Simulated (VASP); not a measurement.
# BP (F-43m) in VASP: a series of runs

Runs on BP. Level: LDA. Tasks: single point.

Everything below comes from runs of VASP 6.6.1. Logs are shortened: lines on timing, memory, paths and dates and some standing lists are left out, and cuts for length are marked.

## 1. The cell of the first run

It takes space group F-43m (No. 216, cubic). Conventional cell: a = 4.445 Å, b = 4.445 Å, c = 4.445 Å, α = 90.00°, β = 90.00°, γ = 90.00°. Within 2.6 Å of B (site symmetry -43m) lie 4 P at 1.92 Å. Within 2.6 Å of P (site symmetry -43m) lie 4 B at 1.92 Å.

## 2. Single point, LDA (volume scaled by 0.94)

Input file INCAR:

```
PREC = Accurate
ENCUT = 520
EDIFF = 1E-6
ISMEAR = -1
SIGMA = 0.08
LREAL = False
LASPH = True
NELM = 60
ALGO = Normal
ISIF = 2
LWAVE = False
LCHARG = False
GGA = CA
NBANDS = 11
```

Input file KPOINTS:

```
regular mesh
0
Gamma
  12 12 12
```

Input file POSCAR:

```
BP
1.0
    0.0000000000      2.2226808807      2.2226808807
    2.2226808807      0.0000000000      2.2226808807
    2.2226808807      2.2226808807      0.0000000000
B P
1 1
Direct
    0.0000000000      0.0000000000      0.0000000000
    0.7500000000      0.7500000000      0.7500000000
```

Potentials or basis: VASP PAW LDA potentials, release 64 (B, P).

Started as:

```
$ cat potpaw_LDA.64/B/POTCAR potpaw_LDA.64/P/POTCAR > POTCAR
$ mpirun -np 1 vasp_std > vasp.out
```

OUTCAR:

```text
PREC = Accurate
   ENCUT = 520
   EDIFF = 1E-6
   ISMEAR = -1
   LREAL = False
   LASPH = True
   NELM = 60
   ISIF = 2
   GGA = CA

 ion  position               nearest neighbor table
   1  0.000  0.000  0.000-   2 1.92   2 1.92   2 1.92   2 1.92
   2  0.750  0.750  0.750-   1 1.92   1 1.92   1 1.92   1 1.92

  LATTYP: Found a face centered cubic cell.
 ALAT       =     4.4453617614

  Lattice vectors:

 A1 = (   0.0000000000,   2.2226808807,   2.2226808807)
 A2 = (   2.2226808807,   0.0000000000,   2.2226808807)
 A3 = (   2.2226808807,   2.2226808807,   0.0000000000)

Analysis of symmetry for initial positions (statically):
=====================================================================
 Subroutine PRICEL returns:
 Original cell was already a primitive cell.

 Routine SETGRP: Setting up the symmetry group for a
 face centered cubic supercell.

 Subroutine GETGRP returns: Found 24 space group operations
 (whereof 24 operations were pure point group operations)
 out of a pool of 48 trial point group operations.

The static configuration has the point symmetry T_d .

Analysis of symmetry for dynamics (positions and initial velocities):
=====================================================================
 Subroutine PRICEL returns:
 Original cell was already a primitive cell.

 Routine SETGRP: Setting up the symmetry group for a
 face centered cubic supercell.

 Subroutine GETGRP returns: Found 24 space group operations
 (whereof 24 operations were pure point group operations)
 out of a pool of 48 trial point group operations.

The dynamic configuration has the point symmetry T_d .

 Subroutine INISYM returns: Found 24 space group operations
 (whereof 24 operations are pure point group operations),
 and found     1 'primitive' translations

----------------------------------------------------------------------------------------

                                     Primitive cell

  volume of cell :      21.9615

  direct lattice vectors                    reciprocal lattice vectors
     0.000000000  2.222680881  2.222680881    -0.224953570  0.224953570  0.224953570
     2.222680881  0.000000000  2.222680881     0.224953570 -0.224953570  0.224953570
     2.222680881  2.222680881  0.000000000     0.224953570  0.224953570 -0.224953570

  length of vectors
     3.143345446  3.143345446  3.143345446     0.389631013  0.389631013  0.389631013

  position of ions in fractional coordinates (direct lattice)
     0.000000000  0.000000000  0.000000000
     0.750000000  0.750000000  0.750000000

  ion indices of the primitive-cell ions
   primitive index   ion index
                 1           1
                 2           2

----------------------------------------------------------------------------------------

 KPOINTS: regular mesh

Automatic generation of k-mesh.
 Grid dimensions read from file:
 generate k-points for:   12   12   12

 Generating k-lattice:

  Cartesian coordinates                     Fractional coordinates (reciprocal lattice)
    -0.018746131  0.018746131  0.018746131     0.083333333  0.000000000  0.000000000
     0.018746131 -0.018746131  0.018746131     0.000000000  0.083333333  0.000000000
     0.018746131  0.018746131 -0.018746131     0.000000000  0.000000000  0.083333333

  Length of vectors
     0.032469251  0.032469251  0.032469251

  Shift w.r.t. Gamma in fractional coordinates (k-lattice)
     0.000000000  0.000000000  0.000000000

 Subroutine IBZKPT returns following result:
 ===========================================

 Found     72 irreducible k-points:

 Following reciprocal coordinates:
            Coordinates               Weight
  0.000000  0.000000  0.000000      1.000000
  0.083333  0.000000  0.000000      8.000000
  0.166667  0.000000  0.000000      8.000000
  0.250000  0.000000  0.000000      8.000000
  0.333333  0.000000  0.000000      8.000000
  0.416667  0.000000  0.000000      8.000000
[... 16 lines left out ...]
  0.500000  0.166667  0.000000     24.000000
 -0.416667  0.166667  0.000000     24.000000
 [... further k-points ...]
   k-points           NKPTS =     72   k-points in BZ     NKDIM =     72   number of bands    NBANDS=     11
   number of dos      NEDOS =    301   number of ions     NIONS =      2
   total plane-waves  NPLWV =  13824
   dimension x,y,z NGX =    24 NGY =   24 NGZ =   24
   dimension x,y,z NGXF=    48 NGYF=   48 NGZF=   48
   ions per type =               1   1
   NGX,Y,Z   is equivalent  to a cutoff of  12.69, 12.69, 12.69 a.u.
   NGXF,Y,Z  is equivalent  to a cutoff of  25.39, 25.39, 25.39 a.u.
 SYSTEM =  unknown system
   PREC   = accura    normal or accurate (medium, high low for compatibility)
   ISTART =      0    job   : 0-new  1-cont  2-samecut
   ICHARG =      2    charge: 1-file 2-atom 10-const
   ISPIN  =      1    spin polarized calculation?
   LNONCOLLINEAR =      F non collinear calculations
   LSORBIT =      F    spin-orbit coupling
   LASPH  =      T    aspherical Exc in radial PAW
   ENCUT  =  520.0 eV  38.22 Ry    6.18 a.u.   5.84  5.84  5.84*2*pi/ulx,y,z
   NELM   =     60;   NELMIN=  2; NELMDL= -5     # of ELM steps
   EDIFF  = 0.1E-05   stopping-criterion for ELM
   LREAL  =      F    real-space projection
   EDIFFG = 0.1E-04   stopping-criterion for IOM
   NSW    =      0    number of steps for IOM
   IBRION =     -1    ionic relax: 0-MD 1-quasi-New 2-CG
   NFREE  =      0    steps in history (QN), initial steepest desc. (CG)
   ISIF   =      2    stress and relaxation
   ISYM   =      2    0-nonsym 1-usesym 2-fastsym
   POTIM  = 0.5000    time-step for ionic-motion
   TEBEG  =    0.0;   TEEND  =   0.0 temperature during run
   PSTRESS=    0.0 pullay stress
   NELECT =       8.0000    total number of electrons
   NUPDOWN=      -1.0000    fix difference up-down
   EMIN   =  10.00;   EMAX   =-10.00  energy-range for DOS
   EFERMI =   0.00;   METHOD = LEGACY
   ISMEAR =    -1;   SIGMA  =   0.08  broadening in eV -4-tet -1-fermi 0-gaus
   EFERMI_NEDOS =   21; number of points for ismear=-14 and -15
   IALGO  =     38    algorithm
   IMIX   =      4    mixing-type and parameters
     AMIX     =   0.40;   BMIX     =  1.00
     AMIX_MAG =   1.60;   BMIX_MAG =  1.00
  volume/ion in A,a.u.               =      10.98        74.10
  Fermi-wavevector in a.u.,A,eV,Ry     =   1.169188  2.209445 18.599175  1.367001
  Thomas-Fermi vector in A             =   2.305664
   LORBIT       =      0    0 simple, 1 ext, 2 COOP (PROOUT), +10 PAW based schemes
   GGA     = CA    functional components
   LHFCALC =     F    Hartree Fock is set to
   AEXX    =    0.0000 exact exchange contribution
   IVDW    =     0    specifies the selected vdW correction
   LEPSILON=     F    determine dielectric tensor
   LRPA    =     F    only Hartree local field effects (RPA)
 non-spin polarized calculation
  energy-cutoff  :      520.00
  volume of cell :       21.96
 maximum number of plane-waves:       609
   NGX = 11   NGY = 11   NGZ = 11

 number of electron       8.0000000 magnetization

 Free energy of the ion-electron system (eV)
  ---------------------------------------------------
  ext. energy  EPLUGINS =         0.00000000
  ---------------------------------------------------
  free energy    TOTEN  =       -14.38827267 eV

  energy without entropy =      -14.38826162  energy(sigma->0) =      -14.38826714

 E-fermi :   8.6927     XC(G=0): -11.3452

 val. band max:        8.1591297554   @ k =   0.0000   0.0000   0.0000
 cond. band min:       9.2651057461   @ k =   0.4167   0.4167   0.0000
 fundamental gap:      1.1059759907
 Fermi energy:         8.6926893245

 k-point     1 :       0.0000    0.0000    0.0000
  band No.  band energies     occupation
      1      -7.7860      2.00000
      2       8.1591      1.99747
      3       8.1591      1.99747
      4       8.1591      1.99747
      5      11.6412      0.00000
      6      11.6412      0.00000
      7      11.6412      0.00000
      8      16.4892      0.00000
      9      19.8664      0.00000
     10      20.5269      0.00000
     11      20.5269      0.00000

 k-point     2 :       0.0833    0.0000    0.0000
  band No.  band energies     occupation
      1      -7.6545      2.00000
      2       7.1744      2.00000
      3       7.9350      1.99985
      4       7.9350      1.99985
      5      11.9518      0.00000
      6      11.9518      0.00000
      7      12.0288      0.00000
      8      16.8004      0.00000
      9      19.9428      0.00000
     10      19.9428      0.00000
     11      20.2935      0.00000

 k-point     3 :       0.1667    0.0000    0.0000
  band No.  band energies     occupation
      1      -7.2629      2.00000
      2       5.2379      2.00000
      3       7.4647      2.00000
      4       7.4647      2.00000
      5      12.3861      0.00000
      6      12.5828      0.00000
      7      12.5828      0.00000
      8      17.5338      0.00000
      9      19.2252      0.00000
     10      19.2252      0.00000
     11      21.1696      0.00000

 k-point     4 :       0.2500    0.0000    0.0000
  band No.  band energies     occupation
      1      -6.6222      2.00000
      2       3.1499      2.00000
      3       6.9967      2.00000
      4       6.9967      2.00000
      5      12.4497      0.00000
      6      13.0295      0.00000
      7      13.0295      0.00000
      8      18.2032      0.00000
      9      19.2578      0.00000
     10      19.2578      0.00000
     11      21.5462      0.00000
[... 239 lines left out ...]
 k-point    22 :       0.4167    0.1667    0.0000
  band No.  band energies     occupation
      1      -4.9968      2.00000
      2       0.8973      2.00000
      3       4.9655      2.00000
      4       5.3740      2.00000
      5      11.2785      0.00000
      6      14.8633      0.00000
      7      15.1074      0.00000
      8      15.7159      0.00000
      9      21.3906      0.00000
     10      23.1638      0.00000
     11      24.0521      0.00000

 k-point    23 :       0.5000    0.1667    0.0000
  band No.  band energies     occupation
      1      -4.0768      2.00000
      2      -0.5238      2.00000
      3       4.4570      2.00000
      4       5.4582      2.00000
      5      11.4171      0.00000
      6      14.7332      0.00000
      7      14.8358      0.00000
      8      17.3397      0.00000
      9      20.9661      0.00000
     10      23.1716      0.00000
     11      24.6531      0.00000

 k-point    24 :      -0.4167    0.1667    0.0000
  band No.  band energies     occupation
      1      -3.8762      2.00000
      2      -0.7914      2.00000
      3       4.1107      2.00000
      4       5.7387      2.00000
      5      11.6997      0.00000
      6      14.3839      0.00000
      7      14.7801      0.00000
      8      18.8511      0.00000
      9      20.3931      0.00000
     10      21.2384      0.00000
     11      24.6245      0.00000

 [... further k-points ...]
[... 5 lines left out ...]
  --------------------------------------------------------------------------------------
  -------------------------------------------------------------------------------------
  Total        0.7531584      0.7531584      0.7531584      0.0000000      0.0000000      0.0000000
  in kB       54.9459338     54.9459338     54.9459338      0.0000000      0.0000000      0.0000000
  external PRESSURE =      54.9459338 kB  Pullay stress =       0.0000000 kB

 VOLUME and BASIS-vectors are now :
 -----------------------------------------------------------------------------
  energy-cutoff  :      520.00
  volume of cell :       21.96
      direct lattice vectors                 reciprocal lattice vectors
     0.000000000  2.222680881  2.222680881    -0.224953570  0.224953570  0.224953570
     2.222680881  0.000000000  2.222680881     0.224953570 -0.224953570  0.224953570
     2.222680881  2.222680881  0.000000000     0.224953570  0.224953570 -0.224953570

 POSITION                                       TOTAL-FORCE (eV/Angst)
 -----------------------------------------------------------------------------------
      0.00000      0.00000      0.00000         0.000000      0.000000      0.000000
      3.33402      3.33402      3.33402        -0.000000     -0.000000     -0.000000
 -----------------------------------------------------------------------------------
    total drift:                               -0.000000     -0.000000     -0.000000

  FREE ENERGIE OF THE ION-ELECTRON SYSTEM (eV)
  ---------------------------------------------------
  free  energy   TOTEN  =       -14.3882726650 eV

  energy  without entropy=      -14.3882616200  energy(sigma->0) =      -14.38826714
```

Run time: 9.4 s. Hardware: 1 thread of AMD EPYC 9R45 (Zen 5), shared host; peak memory 0.1 GiB.

Results:

```
Free energy            : -14.3883 eV
Pressure               : 5.5 GPa
Band gap on the k mesh : 1.11 eV, indirect (least direct gap 3.48 eV)
```

Caveat: the cell differs from its parent crystal (volume scaled by 0.94). A k mesh can miss the band edges.

## 3. Single point, LDA

This run uses another cell than the first one, of 11.68 Å³/atom, 1.064 times its volume.

Input file INCAR:

```
SYSTEM = BP
ALGO = Normal ; EDIFF = 1E-7
ENCUT = 520 ; ISIF = 2
ISMEAR = -1 ; LASPH = .True.
LCHARG = .False. ; LREAL = .False.
LWAVE = .False. ; NBANDS = 11
NELM = 60 ; PREC = Accurate
SIGMA = 0.08
```

Input file KPOINTS:

```
k-points
0
Gamma
  12 12 12
  0 0 0
```

Input file POSCAR:

```
BP
1.0
    0.0000000000      2.2690000000      2.2690000000
    2.2690000000      0.0000000000      2.2690000000
    2.2690000000      2.2690000000      0.0000000000
B P
1 1
Direct
    0.0000000000      0.0000000000      0.0000000000
    0.7500000000      0.7500000000      0.7500000000
```

Potentials or basis: VASP PAW LDA potentials, release 64 (B, P).

Started as:

```
$ cat potpaw_LDA.64/B/POTCAR potpaw_LDA.64/P/POTCAR > POTCAR
$ mpirun -np 1 vasp_std > vasp.out
```

Wall time 9.9 s (1 thread of AMD EPYC 9R45 (Zen 5), shared host); peak memory 0.1 GiB.

Results (log left out):

```yaml
Free_energy: -14.3874 eV
Pressure: -5.3 GPa
Band_gap_on_the_k_mesh: 1.18 eV, indirect (least direct gap 3.38 eV)
```

Levels at points of the mesh, in eV from the valence-band top:
```csv
k point,band 1,band 2,band 3,band 4,band 5,band 6,band 7,band 8
"(0.00, 0.00, 0.00)",-15.39,0.00,0.00,0.00,3.38,3.38,3.38,7.37
"(0.50, 0.00, 0.00)",-12.06,-9.01,-1.75,-1.75,3.78,4.68,4.68,9.92
"(0.50, 0.50, 0.00)",-10.56,-8.49,-4.11,-4.11,1.30,1.55,12.00,12.00
```

## 4. Single point, LDA (volume scaled by 0.98)

Input file INCAR:

```
ALGO = Normal
EDIFF = 1E-6
ENCUT = 520
ISIF = 2
ISMEAR = -1
LASPH = T
LCHARG = F
LREAL = F
LWAVE = F
NBANDS = 11
NELM = 100
PREC = Accurate
SIGMA = 0.08
```

Input file KPOINTS:

```
k-points
0
Gamma
  12 12 12
```

Input file POSCAR:

```
BP
1.0
    0.0000000000      2.2537713532      2.2537713532
    2.2537713532      0.0000000000      2.2537713532
    2.2537713532      2.2537713532      0.0000000000
B P
1 1
Direct
    0.0000000000      0.0000000000      0.0000000000
    0.7500000000      0.7500000000      0.7500000000
```

Started as:

```
$ cat potpaw_LDA.64/B/POTCAR potpaw_LDA.64/P/POTCAR > POTCAR
$ mpirun -np 1 vasp_std > vasp.out
```

Wall time 8.9 s (1 thread of AMD EPYC 9R45 (Zen 5), shared host); peak memory 0.1 GiB.

The run converged. Its results:

```
Free energy            : -14.3980 eV
Pressure               : -2.1 GPa
Band gap on the k mesh : 1.16 eV, indirect (least direct gap 3.41 eV)
```

Levels at points of the mesh, in eV from the valence-band top:
| k point | band 1 | band 2 | band 3 | band 4 | band 5 | band 6 | band 7 | band 8 | band 9 |
| --- | --- | --- | --- | --- | --- | --- | --- | --- | --- |
| (0.00, 0.00, 0.00) | -15.57 | 0.00 | 0.00 | 0.00 | 3.41 | 3.41 | 3.41 | 7.68 | 11.40 |
| (0.50, 0.00, 0.00) | -12.16 | -9.15 | -1.77 | -1.77 | 3.90 | 4.69 | 4.69 | 9.99 | 14.71 |
| (0.50, 0.50, 0.00) | -10.63 | -8.59 | -4.18 | -4.18 | 1.26 | 1.54 | 12.19 | 12.19 | 15.22 |

Caveat: the cell differs from its parent crystal (volume scaled by 0.98). A k mesh can miss the band edges.

## 5. Overview

| cell | gap on the mesh (eV) | pressure (GPa) |
| --- | --- | --- |
| a = 3.143 Å, angles 60.0°, 2 atoms | 1.11 | 5.5 |
| a = 3.209 Å, angles 60.0°, 2 atoms | 1.18 | -5.3 |
| a = 3.187 Å, angles 60.0°, 2 atoms | 1.16 | -2.1 |

Alike in all rows: task single point; level LDA; potentials or basis VASP PAW LDA potentials, release 64 (B, P); no spin polarisation; k mesh 12 × 12 × 12; cutoff (eV) 520; smearing fermi-dirac 0.08 eV.

Total energies depend on the potentials used, so only differences within one code and one set of settings carry meaning.
